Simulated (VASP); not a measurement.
Set up this calculation in VASP 6.6.1, as the native input.

- Task: electric field gradients
- Functional: PBE
- Potentials or basis: VASP PAW PBE potentials, release 64 (In_d, Sb)
- Cutoff: 520 eV
- k mesh: 9 × 9 × 9
- Occupations: fermi-dirac, width 0.05 eV
- Spin: no spin polarisation
- Dipole correction: no
- Further INCAR settings: ALGO = Normal; EDIFF = 1e-08; NBANDS = 16

The structure of InSb lies in POSCAR:

```
InSb
1.0
    0.0000000000      3.2817246249      3.2817246249
    3.2817246249      0.0000000000      3.2817246249
    3.2817246249      3.2817246249      0.0000000000
In Sb
1 1
Direct
    0.0000000000      0.0000000000      0.0000000000
    0.7500000000      0.7500000000      0.7500000000
```

This cell differs from its parent crystal: volume scaled by 1.04.

These files were run (other wordings do the same):

INCAR

```
PREC = Accurate ; ENCUT = 520
EDIFF = 1E-8 ; ISMEAR = -1
SIGMA = 0.05 ; LREAL = False
LASPH = True ; NELM = 60
ALGO = Normal ; ISIF = 2
LWAVE = False ; LCHARG = False
GGA = PE ; LEFG = True
NBANDS = 16
```

KPOINTS

```
Automatic mesh
0
Gamma
  9 9 9
```

Potentials or basis: VASP PAW PBE potentials, release 64 (In_d, Sb).

Command:

```bash
$ cat potpaw_PBE.64/In_d/POTCAR potpaw_PBE.64/Sb/POTCAR > POTCAR
$ mpirun -np 1 vasp_std > vasp.out
```

Results of the run:

```yaml
Pressure: 1.3 GPa
Band_gap_on_the_k_mesh: zero (filled and empty bands touch)
```

Caveat: without QUAD_EFG the Cq values of the log hold for a quadrupole moment of 1 mb, not for the nuclei; spin-orbit coupling is left out, which moves the levels of the heavy elements.

Wall time 18 s on 1 thread of Intel(R) Xeon(R) 6975P-C (Granite Rapids), with other jobs on the host, peak memory 0.22 GiB.
